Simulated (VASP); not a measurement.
# Co (P6_3/mmc) in VASP: further runs

The runs below take Co through single point, with PBE.

All numbers are computed with VASP 6.6.1; they aren't measurements. Logs are shortened: lines on timing, memory, paths and dates and some standing lists are left out, and cuts for length are marked.

## 1. The cell of the first run

It takes space group P6_3/mmc (No. 194, hexagonal). Conventional cell: a = 2.443 Å, b = 2.443 Å, c = 3.710 Å, α = 90.00°, β = 90.00°, γ = 120.00°. Co (site symmetry -6m2) has 12 Co at 2.33 to 2.44 Å within 3.1 Å.

## 2. Single point, PBE, collinear spin, ferromagnetic start

Input file INCAR:

```
PREC = Accurate
ENCUT = 520
EDIFF = 1E-7
ISMEAR = 0
SIGMA = 0.15
LREAL = F
LASPH = T
NELM = 150
ALGO = Normal
ISIF = 2
LWAVE = F
LCHARG = T
ISPIN = 2
MAGMOM = 1.86 1.86
LORBIT = 11
LMAXMIX = 4
GGA = PE
LELF = T
LVHAR = T
NBANDS = 20
```

Input file KPOINTS:

```
regular mesh
0
Gamma
  21 21 12
```

Input file POSCAR:

```
Co
1.0
    2.4435000000      0.0000000000      0.0000000000
   -1.2217500000      2.1161330741      0.0000000000
    0.0000000000      0.0000000000      3.7097000000
Co
2
Direct
    0.3333333333      0.6666666667      0.2500000000
    0.6666666667      0.3333333333      0.7500000000
```

Potentials or basis: VASP PAW PBE potentials, release 64 (Co).

The run is started by

```console
cat potpaw_PBE.64/Co/POTCAR > POTCAR
mpirun -np 1 vasp_std > vasp.out
```

OUTCAR:

```text
PREC = Accurate
   ENCUT = 520
   EDIFF = 1E-7
   ISMEAR = 0
   LREAL = F
   LASPH = T
   NELM = 150
   ISIF = 2
   ISPIN = 2
   LORBIT = 11
   GGA = PE

 ion  position               nearest neighbor table
   1  0.333  0.667  0.250-   2 2.33   2 2.33   2 2.33   2 2.33   2 2.33   2 2.33
   2  0.667  0.333  0.750-   1 2.33   1 2.33   1 2.33   1 2.33   1 2.33   1 2.33

  LATTYP: Found a hexagonal cell.
 ALAT       =     2.4435000000
 C/A-ratio  =     1.5181911193

  Lattice vectors:

 A1 = (   2.4435000000,   0.0000000000,   0.0000000000)
 A2 = (  -1.2217500000,   2.1161330741,   0.0000000000)
 A3 = (   0.0000000000,   0.0000000000,   3.7097000000)

Analysis of symmetry for initial positions (statically):
=====================================================================
 Subroutine PRICEL returns:
 Original cell was already a primitive cell.

 Routine SETGRP: Setting up the symmetry group for a
 hexagonal supercell.

 Subroutine GETGRP returns: Found 24 space group operations
 (whereof 12 operations were pure point group operations)
 out of a pool of 24 trial point group operations.

The static configuration has the point symmetry D_3d.
 The point group associated with its full space group is D_6h.

Analysis of symmetry for dynamics (positions and initial velocities):
=====================================================================
 Subroutine PRICEL returns:
 Original cell was already a primitive cell.

 Routine SETGRP: Setting up the symmetry group for a
 hexagonal supercell.

 Subroutine GETGRP returns: Found 24 space group operations
 (whereof 12 operations were pure point group operations)
 out of a pool of 24 trial point group operations.

The dynamic configuration has the point symmetry D_3d.
 The point group associated with its full space group is D_6h.

Analysis of structural, dynamic, and magnetic symmetry:
=====================================================================
 Subroutine PRICEL returns:
 Original cell was already a primitive cell.

 Routine SETGRP: Setting up the symmetry group for a
 hexagonal supercell.

 Subroutine GETGRP returns: Found 24 space group operations
 (whereof 12 operations were pure point group operations)
 out of a pool of 24 trial point group operations.

The overall configuration has the point symmetry D_3d.
 The point group associated with its full space group is D_6h.

 Subroutine INISYM returns: Found 24 space group operations
 (whereof 12 operations are pure point group operations),
 and found     1 'primitive' translations

----------------------------------------------------------------------------------------

                                     Primitive cell

  volume of cell :      19.1820

  direct lattice vectors                    reciprocal lattice vectors
     2.443500000  0.000000000  0.000000000     0.409249028  0.236280037  0.000000000
    -1.221750000  2.116133074  0.000000000     0.000000000  0.472560073  0.000000000
     0.000000000  0.000000000  3.709700000     0.000000000  0.000000000  0.269563577

  length of vectors
     2.443500000  2.443500000  3.709700000     0.472560073  0.472560073  0.269563577

  position of ions in fractional coordinates (direct lattice)
     0.333333333  0.666666667  0.250000000
     0.666666667  0.333333333  0.750000000

  ion indices of the primitive-cell ions
   primitive index   ion index
                 1           1
                 2           2

----------------------------------------------------------------------------------------

 KPOINTS: regular mesh

Automatic generation of k-mesh.
 Grid dimensions read from file:
 generate k-points for:   21   21   12

 Generating k-lattice:

  Cartesian coordinates                     Fractional coordinates (reciprocal lattice)
     0.019488049  0.011251430  0.000000000     0.047619048  0.000000000  0.000000000
     0.000000000  0.022502861  0.000000000     0.000000000  0.047619048  0.000000000
     0.000000000  0.000000000  0.022463631     0.000000000  0.000000000  0.083333333

  Length of vectors
     0.022502861  0.022502861  0.022463631

  Shift w.r.t. Gamma in fractional coordinates (k-lattice)
     0.000000000  0.000000000  0.000000000

 Subroutine IBZKPT returns following result:
 ===========================================

 Found    336 irreducible k-points:

 Following reciprocal coordinates:
            Coordinates               Weight
  0.000000  0.000000  0.000000      1.000000
  0.047619  0.000000  0.000000      6.000000
  0.095238  0.000000  0.000000      6.000000
  0.142857  0.000000  0.000000      6.000000
  0.190476  0.000000  0.000000      6.000000
  0.238095  0.000000  0.000000      6.000000
[... 16 lines left out ...]
  0.142857  0.095238  0.000000     12.000000
  0.190476  0.095238  0.000000     12.000000
 [... further k-points ...]
   k-points           NKPTS =    336   k-points in BZ     NKDIM =    336   number of bands    NBANDS=     20
   number of dos      NEDOS =    301   number of ions     NIONS =      2
   total plane-waves  NPLWV =   9072
   dimension x,y,z NGX =    18 NGY =   18 NGZ =   28
   dimension x,y,z NGXF=    36 NGYF=   36 NGZF=   56
   ions per type =               2
   NGX,Y,Z   is equivalent  to a cutoff of  12.25, 12.25, 12.55 a.u.
   NGXF,Y,Z  is equivalent  to a cutoff of  24.49, 24.49, 25.10 a.u.
 SYSTEM =  unknown system
   PREC   = accura    normal or accurate (medium, high low for compatibility)
   ISTART =      0    job   : 0-new  1-cont  2-samecut
   ICHARG =      2    charge: 1-file 2-atom 10-const
   ISPIN  =      2    spin polarized calculation?
   LNONCOLLINEAR =      F non collinear calculations
   LSORBIT =      F    spin-orbit coupling
   LASPH  =      T    aspherical Exc in radial PAW
   ENCUT  =  520.0 eV  38.22 Ry    6.18 a.u.   4.54  4.54  6.90*2*pi/ulx,y,z
   NELM   =    150;   NELMIN=  2; NELMDL= -5     # of ELM steps
   EDIFF  = 0.1E-06   stopping-criterion for ELM
   LREAL  =      F    real-space projection
   EDIFFG = 0.1E-05   stopping-criterion for IOM
   NSW    =      0    number of steps for IOM
   IBRION =     -1    ionic relax: 0-MD 1-quasi-New 2-CG
   NFREE  =      0    steps in history (QN), initial steepest desc. (CG)
   ISIF   =      2    stress and relaxation
   ISYM   =      2    0-nonsym 1-usesym 2-fastsym
   POTIM  = 0.5000    time-step for ionic-motion
   TEBEG  =    0.0;   TEEND  =   0.0 temperature during run
   PSTRESS=    0.0 pullay stress
   NELECT =      18.0000    total number of electrons
   NUPDOWN=      -1.0000    fix difference up-down
   EMIN   =  10.00;   EMAX   =-10.00  energy-range for DOS
   EFERMI =   0.00;   METHOD = LEGACY
   ISMEAR =     0;   SIGMA  =   0.15  broadening in eV -4-tet -1-fermi 0-gaus
   EFERMI_NEDOS =   21; number of points for ismear=-14 and -15
   IALGO  =     38    algorithm
   IMIX   =      4    mixing-type and parameters
     AMIX     =   0.40;   BMIX     =  1.00
     AMIX_MAG =   1.60;   BMIX_MAG =  1.00
  volume/ion in A,a.u.               =       9.59        64.72
  Fermi-wavevector in a.u.,A,eV,Ry     =   1.602757  3.028771 34.951046  2.568829
  Thomas-Fermi vector in A             =   2.699527
   LORBIT       =     11    0 simple, 1 ext, 2 COOP (PROOUT), +10 PAW based schemes
   GGA     = PE    functional components
   LHFCALC =     F    Hartree Fock is set to
   AEXX    =    0.0000 exact exchange contribution
   IVDW    =     0    specifies the selected vdW correction
   LEPSILON=     F    determine dielectric tensor
   LRPA    =     F    only Hartree local field effects (RPA)
 spin polarized calculation
 Gauss-broadening in eV      SIGMA  =   0.15
  energy-cutoff  :      520.00
  volume of cell :       19.18
 maximum number of plane-waves:       530
   NGX =  9   NGY =  9   NGZ = 13

 number of electron      17.9999971 magnetization       2.9691842

 Free energy of the ion-electron system (eV)
  ---------------------------------------------------
  ext. energy  EPLUGINS =         0.00000000
  ---------------------------------------------------
  free energy    TOTEN  =       -13.78257150 eV

  energy without entropy =      -13.76561453  energy(sigma->0) =      -13.77409302

 E-fermi :  12.0876     XC(G=0): -14.1417

 val. band max:       12.0864002916   @ k =   0.0952   0.0952   0.4167
 cond. band min:      12.0881814435   @ k =   0.0476   0.0000   0.2500
 fundamental gap:      0.0017811519
 Fermi energy:        12.0875576315

 spin component 1

 k-point     1 :       0.0000    0.0000    0.0000
  band No.  band energies     occupation
      1       2.4773      1.00000
      2       6.3911      1.00000
      3       9.3191      1.00000
      4       9.3191      1.00000
      5       9.7022      1.00000
      6       9.7966      1.00000
[... 12 lines left out ...]
     19      38.9374      0.00000
     20      40.4730      0.00000

 k-point     2 :       0.0476    0.0000    0.0000
  band No.  band energies     occupation
      1       2.5614      1.00000
      2       6.4390      1.00000
      3       9.2275      1.00000
      4       9.3615      1.00000
      5       9.7707      1.00000
      6       9.7856      1.00000
[... 12 lines left out ...]
     19      40.3950      0.00000
     20      40.5745      0.00000

 k-point     3 :       0.0952    0.0000    0.0000
  band No.  band energies     occupation
      1       2.8107      1.00000
      2       6.5749      1.00000
      3       9.0373      1.00000
      4       9.4863      1.00000
      5       9.7252      1.00000
      6       9.7355      1.00000
[... 12 lines left out ...]
     19      40.6513      0.00000
     20      41.7900      0.00000

 k-point     4 :       0.1429    0.0000    0.0000
  band No.  band energies     occupation
      1       3.2156      1.00000
      2       6.7735      1.00000
      3       8.8179      1.00000
      4       9.3949      1.00000
      5       9.6565      1.00000
      6       9.6864      1.00000
[... 429 lines left out ...]
 k-point    23 :       0.1429    0.0952    0.0000
  band No.  band energies     occupation
      1       3.9859      1.00000
      2       7.0907      1.00000
      3       8.4741      1.00000
      4       8.7901      1.00000
      5       9.4214      1.00000
      6       9.5868      1.00000
[... 12 lines left out ...]
     19      38.4670      0.00000
     20      41.9744      0.00000

 k-point    24 :       0.1905    0.0952    0.0000
  band No.  band energies     occupation
      1       4.6229      1.00000
      2       7.2532      1.00000
      3       8.2998      1.00000
      4       8.3659      1.00000
      5       9.2859      1.00000
      6       9.5826      1.00000
[... 12 lines left out ...]
     19      38.6486      0.00000
     20      40.4920      0.00000

 [... further k-points ...]

 spin component 2

 k-point     1 :       0.0000    0.0000    0.0000
  band No.  band energies     occupation
      1       2.4902      1.00000
      2       7.3245      1.00000
      3      10.8362      1.00000
      4      10.8362      1.00000
      5      11.2968      1.00000
      6      11.3818      1.00000
[... 12 lines left out ...]
     19      39.2604      0.00000
     20      40.2500      0.00000

 k-point     2 :       0.0476    0.0000    0.0000
  band No.  band energies     occupation
      1       2.5746      1.00000
      2       7.3778      1.00000
      3      10.7310      1.00000
      4      10.8823      1.00000
      5      11.3551      1.00000
      6      11.3827      1.00000
[... 12 lines left out ...]
     19      40.4374      0.00000
     20      40.8318      0.00000

 k-point     3 :       0.0952    0.0000    0.0000
  band No.  band energies     occupation
      1       2.8252      1.00000
      2       7.5299      1.00000
      3      10.5071      1.00000
      4      11.0184      1.00000
      5      11.1707      1.00000
      6      11.2890      1.00000
[... 12 lines left out ...]
     19      40.4956      0.00000
     20      42.0965      0.00000

 k-point     4 :       0.1429    0.0000    0.0000
  band No.  band energies     occupation
      1       3.2337      1.00000
      2       7.7563      1.00000
      3      10.2407      1.00000
      4      10.6240      1.00000
      5      11.1961      1.00000
      6      11.2257      1.00000
[... 429 lines left out ...]
 k-point    23 :       0.1429    0.0952    0.0000
  band No.  band energies     occupation
      1       4.0170      1.00000
      2       8.1252      1.00000
      3       9.8258      1.00000
      4       9.9050      1.00000
      5      10.9040      1.00000
      6      11.0888      1.00000
[... 12 lines left out ...]
     19      38.5850      0.00000
     20      42.4695      0.00000

 k-point    24 :       0.1905    0.0952    0.0000
  band No.  band energies     occupation
      1       4.6767      1.00000
      2       8.3339      1.00000
      3       9.4628      1.00000
      4       9.5852      1.00000
      5      10.7487      1.00000
      6      11.0615      1.00000
[... 12 lines left out ...]
     19      38.8332      0.00000
     20      40.9582      0.00000

 [... further k-points ...]
[... 5 lines left out ...]
  --------------------------------------------------------------------------------------
  -------------------------------------------------------------------------------------
  Total        3.1676846      3.1676846      6.2546525     -0.0000000      0.0000000      0.0000000
  in kB      264.5808526    264.5808526    522.4198356     -0.0000000      0.0000000      0.0000000
  external PRESSURE =     350.5271802 kB  Pullay stress =       0.0000000 kB

 VOLUME and BASIS-vectors are now :
 -----------------------------------------------------------------------------
  energy-cutoff  :      520.00
  volume of cell :       19.18
      direct lattice vectors                 reciprocal lattice vectors
     2.443500000  0.000000000  0.000000000     0.409249028  0.236280037  0.000000000
    -1.221750000  2.116133074  0.000000000     0.000000000  0.472560073  0.000000000
     0.000000000  0.000000000  3.709700000     0.000000000  0.000000000  0.269563577

 POSITION                                       TOTAL-FORCE (eV/Angst)
 -----------------------------------------------------------------------------------
     -0.00000      1.41076      0.92743         0.000000      0.000000      0.000000
      1.22175      0.70538      2.78228        -0.000000     -0.000000      0.000000
 -----------------------------------------------------------------------------------
    total drift:                               -0.000000      0.000000     -0.000000

  FREE ENERGIE OF THE ION-ELECTRON SYSTEM (eV)
  ---------------------------------------------------
  free  energy   TOTEN  =       -13.7825715038 eV

  energy  without entropy=      -13.7656145321  energy(sigma->0) =      -13.77409302

 total charge

# of ion       s       p       d       tot
------------------------------------------
    1        0.545   0.638   7.370   8.553
    2        0.545   0.638   7.370   8.553
--------------------------------------------------
tot          1.091   1.276  14.740  17.107

 magnetization (x)

# of ion       s       p       d       tot
------------------------------------------
    1       -0.017  -0.057   1.554   1.481
    2       -0.017  -0.057   1.554   1.481
--------------------------------------------------
tot         -0.034  -0.113   3.109   2.961
```

Wall time 93 s (1 thread of Intel Xeon 6975P-C (Granite Rapids), shared host); peak memory 0.27 GiB.

Results:

- Free energy: -13.7826 eV
- Pressure: 35.1 GPa
- Net moment: 2.97 μB per cell
- Site moments: Co +1.48 μB
- Valence electrons inside the program's atomic spheres: Co 8.55

Stress tensor (GPa, compression positive):
```
26.46  0.00  0.00
 0.00 26.46  0.00
 0.00  0.00 52.24
```

(Part 1 of 2 ends here.)
